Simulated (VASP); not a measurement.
# Si16Au (a cell with a defect) in VASP: further runs

The runs below take Si16Au (a cell with a defect) through single point, with r2SCAN.

Program: VASP 6.6.1. These are calculated values, not measurements. Logs are shortened: lines on timing, memory, paths and dates and some standing lists are left out, and cuts for length are marked.

## (1) The cell of the first run

The cell holds a defect, 17 atoms: a = 7.699 Å, b = 7.699 Å, c = 7.699 Å, α = 60.00°, β = 60.00°, γ = 60.00°.

## (2) Single point, r2SCAN

Input file POSCAR:

```
Si16Au
1.0
    0.0000000000      5.4437023800     -5.4437023800
    5.4437023800      5.4437023800      0.0000000000
    5.4437023800      0.0000000000     -5.4437023800
Si Au
16 1
Direct
    0.1498369938      0.1219493561      0.1189929123
    0.1474690282      0.6119848712      0.1193506652
    0.5672032166      0.1479216614      0.1395648489
    0.6507920993      0.6299347871      0.0916985289
    0.1092169370      0.1154176801      0.6616848697
    0.1442172891      0.6218604111      0.6131764316
    0.6313843521      0.1270197104      0.6210996237
    0.6306056541      0.6225736206      0.6209392549
    0.2820916525      0.7387387699      0.2413418127
    0.1989717520      0.2548813111      0.2933066300
    0.7201812712      0.7585520316      0.2539318654
    0.7191794714      0.2700985281      0.2544237181
    0.2599580949      0.7422737721      0.7482994506
    0.2608606975      0.2505605385      0.7481046383
    0.7709513135      0.7543499283      0.7214374016
    0.7311433877      0.2523448021      0.7662296189
   -0.0608640915     -0.0315819984      0.1281131758
```

Input file INCAR.step1:

```
ALGO = Normal
EDIFF = 1E-4
ENCUT = 520
GGA = PE
ISMEAR = 0
LASPH = T
LCHARG = F
LREAL = Auto
LWAVE = T
NBANDS = 52
NELECT = 74.0
NELM = 100
PREC = Accurate
SIGMA = 0.02
```

Input file INCAR.step2:

```
ALGO = Normal
EDIFF = 1E-6
ENCUT = 520
ISIF = 2
ISMEAR = 0
ISTART = 1
LASPH = T
LCHARG = F
LMIXTAU = T
LREAL = Auto
LWAVE = F
METAGGA = R2SCAN
NBANDS = 52
NELECT = 74.0
NELM = 100
PREC = Accurate
SIGMA = 0.02
```

Input file KPOINTS:

```
k-points
0
Gamma
  2 2 2
```

Potentials or basis: VASP PAW PBE potentials, release 64 (Si, Au).

Started as:

```sh
> cat potpaw_PBE.64/Si/POTCAR potpaw_PBE.64/Au/POTCAR > POTCAR
> cp INCAR.step1 INCAR
> mpirun -np 1 vasp_std > vasp.out
> cp INCAR.step2 INCAR
> mpirun -np 1 vasp_std > vasp.out
```

OUTCAR:

```text
EDIFF = 1E-6
   ENCUT = 520
   ISIF = 2
   ISMEAR = 0
   ISTART = 1
   LASPH = T
   LREAL = Auto
   METAGGA = R2SCAN
   NELECT = 74.0
   NELM = 100
   PREC = Accurate

 ion  position               nearest neighbor table
   1  0.150  0.122  0.119-  10 2.29  14 2.33  17 2.40   9 2.41  12 2.71
   2  0.147  0.612  0.119-  10 2.30  13 2.33  17 2.40   9 2.41  11 2.69
   3  0.567  0.148  0.140-  10 2.32  16 2.36  12 2.45  11 2.45  17 2.46
   4  0.651  0.630  0.092-  12 2.29  11 2.29   9 2.32  15 2.33
   5  0.109  0.115  0.662-  10 2.33  13 2.36  14 2.36  16 2.38  17 2.93
   6  0.144  0.622  0.613-  13 2.34  14 2.34   9 2.34  15 2.35
   7  0.631  0.127  0.621-  12 2.32  14 2.33  16 2.33  15 2.35
   8  0.631  0.623  0.621-  11 2.32  13 2.33  16 2.33  15 2.35
   9  0.282  0.739  0.241-   4 2.32   6 2.34   1 2.41   2 2.41  17 2.64
  10  0.199  0.255  0.293-   1 2.29   2 2.30   3 2.32   5 2.33
  11  0.720  0.759  0.254-   4 2.29   8 2.32  17 2.43   3 2.45   2 2.69
  12  0.719  0.270  0.254-   4 2.29   7 2.32  17 2.43   3 2.45   1 2.71
  13  0.260  0.742  0.748-   8 2.33   2 2.33   6 2.34   5 2.36  17 3.35
  14  0.261  0.251  0.748-   7 2.33   1 2.33   6 2.34   5 2.36  17 3.35
  15  0.771  0.754  0.721-   4 2.33   8 2.35   7 2.35   6 2.35
  16  0.731  0.252  0.766-   8 2.33   7 2.33   3 2.36   5 2.38  17 3.16
  17  0.939  0.968  0.128-   1 2.40   2 2.40  12 2.43  11 2.43   3 2.46   9 2.64   5 2.93  16 3.16
                            14 3.35  13 3.35

  LATTYP: Found a face centered cubic cell.
 ALAT       =    10.8874047600

  Lattice vectors:

 A1 = (   0.0000000000,   5.4437023800,  -5.4437023800)
 A2 = (   5.4437023800,   5.4437023800,   0.0000000000)
 A3 = (   5.4437023800,   0.0000000000,  -5.4437023800)

Analysis of symmetry for initial positions (statically):
=====================================================================
 Subroutine PRICEL returns:
 Original cell was already a primitive cell.

 Routine SETGRP: Setting up the symmetry group for a
 face centered cubic supercell.

 Subroutine GETGRP returns: Found  1 space group operations
 (whereof  1 operations were pure point group operations)
 out of a pool of 48 trial point group operations.

The static configuration has the point symmetry C_1 .

Analysis of symmetry for dynamics (positions and initial velocities):
=====================================================================
 Subroutine PRICEL returns:
 Original cell was already a primitive cell.

 Routine SETGRP: Setting up the symmetry group for a
 face centered cubic supercell.

 Subroutine GETGRP returns: Found  1 space group operations
 (whereof  1 operations were pure point group operations)
 out of a pool of 48 trial point group operations.

The dynamic configuration has the point symmetry C_1 .

 Subroutine INISYM returns: Found  1 space group operations
 (whereof  1 operations are pure point group operations),
 and found     1 'primitive' translations

----------------------------------------------------------------------------------------

                                     Primitive cell

  volume of cell :     322.6362

  direct lattice vectors                    reciprocal lattice vectors
     0.000000000  5.443702380 -5.443702380    -0.091849254  0.091849254 -0.091849254
     5.443702380  5.443702380  0.000000000     0.091849254  0.091849254  0.091849254
     5.443702380  0.000000000 -5.443702380     0.091849254 -0.091849254 -0.091849254

  length of vectors
     7.698557735  7.698557735  7.698557735     0.159087574  0.159087574  0.159087574

  position of ions in fractional coordinates (direct lattice)
     0.149836994  0.121949356  0.118992912
     0.147469028  0.611984871  0.119350665
     0.567203217  0.147921661  0.139564849
     0.650792099  0.629934787  0.091698529
     0.109216937  0.115417680  0.661684870
     0.144217289  0.621860411  0.613176432
[... 9 lines left out ...]
     0.731143388  0.252344802  0.766229619
     0.939135908  0.968418002  0.128113176

  ion indices of the primitive-cell ions
   primitive index   ion index
                 1           1
                 2           2
                 3           3
                 4           4
                 5           5
                 6           6
[... 9 lines left out ...]
                16          16
                17          17

----------------------------------------------------------------------------------------

 KPOINTS: k-points

Automatic generation of k-mesh.
 Grid dimensions read from file:
 generate k-points for:    2    2    2

 Generating k-lattice:

  Cartesian coordinates                     Fractional coordinates (reciprocal lattice)
    -0.045924627  0.045924627 -0.045924627     0.500000000  0.000000000  0.000000000
     0.045924627  0.045924627  0.045924627     0.000000000  0.500000000  0.000000000
     0.045924627 -0.045924627 -0.045924627     0.000000000  0.000000000  0.500000000

  Length of vectors
[... 83 lines left out ...]
  free energy    TOTEN  =      -193.88020817 eV

  energy without entropy =     -193.88020817  energy(sigma->0) =     -193.88020817

 E-fermi :   6.4730     XC(G=0): -10.1846

 val. band max:        6.3723265996   @ k =   0.0000   0.0000   0.5000
 cond. band min:       6.8933039632   @ k =   0.0000   0.0000   0.0000
 fundamental gap:      0.5209773636
 Fermi energy:         6.4730194715

 k-point     1 :       0.0000    0.0000    0.0000
  band No.  band energies     occupation
      1      -6.4693      2.00000
      2      -4.0686      2.00000
      3      -3.8997      2.00000
      4      -3.8286      2.00000
      5      -3.7277      2.00000
      6      -2.8760      2.00000
[... 41 lines left out ...]
     48       8.7188      0.00000
     49       9.1039      0.00000

 k-point     2 :       0.5000    0.0000    0.0000
  band No.  band energies     occupation
      1      -5.7106      2.00000
      2      -5.4953      2.00000
      3      -3.9408      2.00000
      4      -3.5628      2.00000
      5      -3.5188      2.00000
      6      -3.4609      2.00000
[... 41 lines left out ...]
     48      10.1930      0.00000
     49      10.3097      0.00000

 k-point     3 :       0.0000    0.5000    0.0000
  band No.  band energies     occupation
      1      -5.7799      2.00000
      2      -5.3979      2.00000
      3      -3.9092      2.00000
      4      -3.6646      2.00000
      5      -3.5882      2.00000
      6      -3.4053      2.00000
[... 41 lines left out ...]
     48      10.4275      0.00000
     49      10.4671      0.00000

 k-point     4 :       0.0000    0.0000    0.5000
  band No.  band energies     occupation
      1      -5.9082      2.00000
      2      -5.2982      2.00000
      3      -3.6474      2.00000
      4      -3.6368      2.00000
      5      -3.5603      2.00000
      6      -3.5204      2.00000
[... 41 lines left out ...]
     48      10.2209      0.00000
     49      10.2516      0.00000

 k-point     5 :       0.5000    0.5000    0.5000
  band No.  band energies     occupation
      1      -5.7802      2.00000
      2      -5.3968      2.00000
      3      -3.9085      2.00000
      4      -3.6653      2.00000
      5      -3.5869      2.00000
      6      -3.4089      2.00000
[... 41 lines left out ...]
     48      10.4338      0.00000
     49      10.4753      0.00000

 k-point     6 :       0.5000    0.5000    0.0000
  band No.  band energies     occupation
      1      -5.5562      2.00000
      2      -5.1207      2.00000
      3      -4.4484      2.00000
      4      -4.1920      2.00000
      5      -4.1132      2.00000
      6      -4.0489      2.00000
[... 41 lines left out ...]
     48      10.7856      0.00000
     49      10.9535      0.00000

 k-point     7 :       0.0000    0.5000    0.5000
  band No.  band energies     occupation
      1      -5.5568      2.00000
      2      -5.1205      2.00000
      3      -4.4483      2.00000
      4      -4.1929      2.00000
      5      -4.1124      2.00000
      6      -4.0484      2.00000
[... 41 lines left out ...]
     48      10.7873      0.00000
     49      10.9503      0.00000

 k-point     8 :       0.5000    0.0000    0.5000
  band No.  band energies     occupation
      1      -5.5097      2.00000
      2      -5.1848      2.00000
      3      -4.4234      2.00000
      4      -4.1552      2.00000
      5      -4.1355      2.00000
      6      -4.0376      2.00000
[... 41 lines left out ...]
     48      10.9378      0.00000
     49      11.0017      0.00000
 [bands above 49 left out]

------------------------ aborting loop because EDIFF is reached ----------------------------------------

  FORCE on cell =-STRESS in cart. coord.  units (eV):
  Direction    XX          YY          ZZ          XY          YZ          ZX
  --------------------------------------------------------------------------------------
  -------------------------------------------------------------------------------------
  Total        0.1472728      0.1083347     -1.0679718     -0.3074382     -1.0988163      1.1159110
  in kB        0.7313412      0.5379789     -5.3034351     -1.5267055     -5.4566055      5.5414958
  external PRESSURE =      -1.3447050 kB  Pullay stress =       0.0000000 kB

 VOLUME and BASIS-vectors are now :
 -----------------------------------------------------------------------------
  energy-cutoff  :      520.00
  volume of cell :      322.64
      direct lattice vectors                 reciprocal lattice vectors
     0.000000000  5.443702380 -5.443702380    -0.091849254  0.091849254 -0.091849254
     5.443702380  5.443702380  0.000000000     0.091849254  0.091849254  0.091849254
     5.443702380  0.000000000 -5.443702380     0.091849254 -0.091849254 -0.091849254

 POSITION                                       TOTAL-FORCE (eV/Angst)
 -----------------------------------------------------------------------------------
      1.31162      1.47952     -1.46343         0.020761      0.040242     -0.020966
      3.98117      4.13424     -1.45249        -0.045445     -0.021182     -0.023203
      1.56499      3.89293     -3.84744        -0.030850      0.029039     -0.007503
      3.92836      6.97190     -4.04190        -0.037464      0.032483      0.057284
      4.23031      1.22284     -4.19656         0.026128     -0.023805      0.005168
      6.72317      4.17030     -4.12303        -0.002435      0.004909      0.035739
[... 9 lines left out ...]
      5.54482      5.35382     -8.15125        -0.009270      0.006993      0.018607
      5.96919     10.38416     -5.80979         0.074599     -0.090612     -0.203761
 -----------------------------------------------------------------------------------
    total drift:                               -0.001038     -0.003245     -0.003349

  FREE ENERGIE OF THE ION-ELECTRON SYSTEM (eV)
  ---------------------------------------------------
  free  energy   TOTEN  =      -193.8802081662 eV

  energy  without entropy=     -193.8802081662  energy(sigma->0) =     -193.88020817
```

It took 23 min on 1 thread of Intel Xeon 8259CL, shared host; peak memory 0.58 GiB.

What came out:

| Quantity | Value |
| --- | --- |
| Free energy | -193.8802 eV |
| Largest force | 0.235 eV/Å |

Forces in eV/Å, atoms in the order of the input:
```
Si   0.021  0.040 -0.021
Si  -0.045 -0.021 -0.023
Si  -0.031  0.029 -0.008
Si  -0.037  0.032  0.057
Si   0.026 -0.024  0.005
Si  -0.002  0.005  0.036
Si   0.010  0.000  0.043
Si   0.004 -0.006  0.036
Si  -0.005  0.015 -0.019
Si  -0.021  0.020 -0.063
Si  -0.039 -0.035  0.025
Si   0.033  0.037  0.023
Si   0.005 -0.025  0.020
Si   0.029 -0.006  0.022
Si  -0.012  0.023  0.052
Si  -0.009  0.007  0.019
Au   0.075 -0.091 -0.204
```

Levels at points of the mesh, in eV from the Fermi level:
| k point | band 35 | band 36 | band 37 | band 38 | band 39 | band 40 |
| --- | --- | --- | --- | --- | --- | --- |
| (0.00, 0.00, 0.00) | -0.68 | -0.24 | -0.16 | 0.42 | 0.70 | 0.72 |
| (0.50, 0.00, 0.00) | -0.93 | -0.87 | -0.72 | 0.75 | 1.36 | 1.37 |
| (0.00, 0.50, 0.00) | -0.97 | -0.71 | -0.37 | 0.90 | 1.21 | 1.46 |
| (0.00, 0.00, 0.50) | -0.93 | -0.69 | -0.10 | 0.89 | 1.24 | 1.79 |
| (0.50, 0.50, 0.50) | -0.98 | -0.69 | -0.37 | 0.90 | 1.20 | 1.46 |
| (0.50, 0.50, 0.00) | -1.49 | -1.37 | -0.73 | 0.88 | 1.21 | 2.18 |
| (0.00, 0.50, 0.50) | -1.50 | -1.36 | -0.72 | 0.89 | 1.21 | 2.18 |
| (0.50, 0.00, 0.50) | -1.36 | -1.33 | -1.09 | 0.88 | 1.25 | 2.16 |

Caveat: the k points lie up to 0.50 Å⁻¹ apart; the cell carries a net charge on a neutralising background, which shifts energy and pressure; the cell is charged against a uniform background, so pressure and absolute levels hang on convention; the PAW data sets were made with another functional, which shifts forces and pressure a little; spin-orbit coupling is left out, which moves the levels of the heavy elements.

## (3) Single point, r2SCAN

Input file POSCAR:

```
Si16Au
1.0
    0.0000000000      5.4437023800     -5.4437023800
    5.4437023800      5.4437023800      0.0000000000
    5.4437023800      0.0000000000     -5.4437023800
Si Au
16 1
Direct
    0.1456938577      0.1209322175      0.1167861422
    0.1418552937      0.6232583568      0.1170144794
    0.5567331365      0.1522946043      0.1439864719
    0.6466641183      0.6265579493      0.1050410107
    0.1180033285      0.1173482596      0.6507723517
    0.1462179496      0.6206053829      0.6147132533
    0.6384115547      0.1193401943      0.6234889902
    0.6369791656      0.6227711883      0.6226628062
    0.2768607456      0.7419563411      0.2425368633
    0.1892402318      0.2656431963      0.2849381527
    0.7211925315      0.7640756620      0.2560445819
    0.7197956880      0.2640867189      0.2575972017
    0.2661503879      0.7426283103      0.7443243986
    0.2679022287      0.2490428215      0.7441327092
    0.7731504601      0.7472416227      0.7341418985
    0.7305105464      0.2529449452      0.7674350485
   -0.0621621052     -0.0039087368      0.0791968352
```

Input file INCAR.step1:

```
  ALGO = Normal
  EDIFF = 1E-4
  ENCUT = 520
  GGA = PE
  ISMEAR = 0
  LASPH = True
  LCHARG = False
  LREAL = Auto
  LWAVE = True
  NBANDS = 52
  NELECT = 74.0
  NELM = 60
  PREC = Accurate
  SIGMA = 0.02
```

Input file INCAR.step2:

```
  ALGO = Normal
  EDIFF = 1E-6
  ENCUT = 520
  ISIF = 2
  ISMEAR = 0
  ISTART = 1
  LASPH = True
  LCHARG = False
  LMIXTAU = True
  LREAL = Auto
  LWAVE = False
  METAGGA = R2SCAN
  NBANDS = 52
  NELECT = 74.0
  NELM = 60
  PREC = Accurate
  SIGMA = 0.02
```

KPOINTS is that of step 2.

Potentials or basis: VASP PAW PBE potentials, release 64 (Si, Au).

Started as:

```sh
> cat potpaw_PBE.64/Si/POTCAR potpaw_PBE.64/Au/POTCAR > POTCAR
> cp INCAR.step1 INCAR
> mpirun -np 1 vasp_std > vasp.out
> cp INCAR.step2 INCAR
> mpirun -np 1 vasp_std > vasp.out
```

Run time: 19 min. Hardware: 1 thread of Intel Xeon 8259CL, shared host; peak memory 0.58 GiB.

The run converged. Its results:

| Property | Result |
| --- | --- |
| Free energy | -193.7315 eV |
| Largest force | 0.276 eV/Å |

Forces on the atoms (eV/Å):
```
Si   0.011  0.062 -0.018
Si  -0.075 -0.012 -0.027
Si  -0.036  0.039  0.026
Si  -0.038  0.026  0.050
Si   0.059 -0.059  0.012
Si  -0.004  0.016  0.033
Si   0.015  0.006  0.042
Si   0.007 -0.012  0.029
Si  -0.006  0.017  0.001
Si  -0.007  0.004 -0.072
Si  -0.015 -0.035  0.028
Si   0.037  0.020  0.029
Si  -0.006 -0.015  0.033
Si   0.026  0.004  0.038
Si  -0.016  0.028  0.048
Si  -0.019  0.023 -0.009
Au   0.069 -0.112 -0.242
```

Levels at points of the mesh, in eV from the Fermi level:
```csv
k point,band 33,band 34,band 35,band 36,band 37,band 38,band 39,band 40,band 41,band 42
"(0.00, 0.00, 0.00)",-0.77,-0.64,-0.56,-0.20,-0.09,0.74,0.91,0.93,1.00,1.29
"(0.50, 0.00, 0.00)",-1.91,-0.94,-0.74,-0.58,-0.45,0.73,1.54,1.63,1.74,1.91
"(0.00, 0.50, 0.00)",-1.79,-0.87,-0.76,-0.51,-0.36,0.98,1.33,1.57,1.74,1.94
"(0.00, 0.00, 0.50)",-1.88,-0.80,-0.78,-0.59,-0.12,0.99,1.43,1.79,1.91,2.02
"(0.50, 0.50, 0.50)",-1.80,-0.88,-0.74,-0.48,-0.40,0.97,1.32,1.57,1.74,1.93
"(0.50, 0.50, 0.00)",-1.66,-1.48,-1.33,-1.11,-0.55,0.97,1.41,2.38,2.44,2.53
"(0.00, 0.50, 0.50)",-1.66,-1.50,-1.34,-1.07,-0.53,0.97,1.41,2.38,2.45,2.54
"(0.50, 0.00, 0.50)",-1.60,-1.43,-1.30,-1.21,-0.75,0.96,1.41,2.34,2.47,2.66
```

Caveat: the k points lie up to 0.50 Å⁻¹ apart; the cell carries a net charge on a neutralising background, which shifts energy and pressure; the cell is charged against a uniform background, so pressure and absolute levels hang on convention; the PAW data sets were made with another functional, which shifts forces and pressure a little; spin-orbit coupling is left out, which moves the levels of the heavy elements.
